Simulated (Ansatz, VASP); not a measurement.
## F: VASP beside Ansatz

```xyz
4
Lattice="2.5563 -1.5840 0.0000 2.5563 1.5840 0.0000 -0.5621 0.0000 6.5977" Properties=species:S:1:pos:R:3 pbc="T T T"
F     3.8449   -0.5285    0.6785
F     1.0286   -0.4782    2.6940
F     0.7530    0.4642    5.9689
F     3.5022    0.4860    3.9019
```

Change from the starting cell: atoms moved at random, drawn with an rms of 0.05 Å.

Alike in both runs: task single point; functional PBE; k mesh 10 × 10 × 4; occupations fermi-dirac, width 0.05 eV; no spin polarisation.

|  | VASP | Ansatz |
| --- | --- | --- |
| version | VASP 6.6.1 | Ansatz 0.2.0 |
| potentials or method | VASP PAW PBE potentials, release 64 (F) | Ansatz PAW |
| plane-wave cutoff (eV) | 520 | 420 |
| valence electrons in the cell | 28 | 28 |

VASP gave:

```
gap on the k mesh at the Fermi level (eV)                     : 2.68
least direct gap on the mesh (eV)                             : 2.68
pressure (GPa)                                                : 5.4
traceless stress, the component that is largest in VASP (GPa) : -4.98
rms of the force components (eV/Å)                            : 1.145
```

**Question.** Estimate Ansatz's values.

**Answer.** gap on the k mesh at the Fermi level (eV): 2.74; least direct gap on the mesh (eV): 2.74; pressure (GPa): 4.9; traceless stress, the component that is largest in VASP (GPa): -4.73; rms of the force components (eV/Å): 0.965.

Atom by atom the forces differ by 0.246 eV/Å (rms over components). The functional is the same, so the differences come from potentials, cutoffs and numerics.

Noted on Ansatz's run: Pulay correction over one GPa.
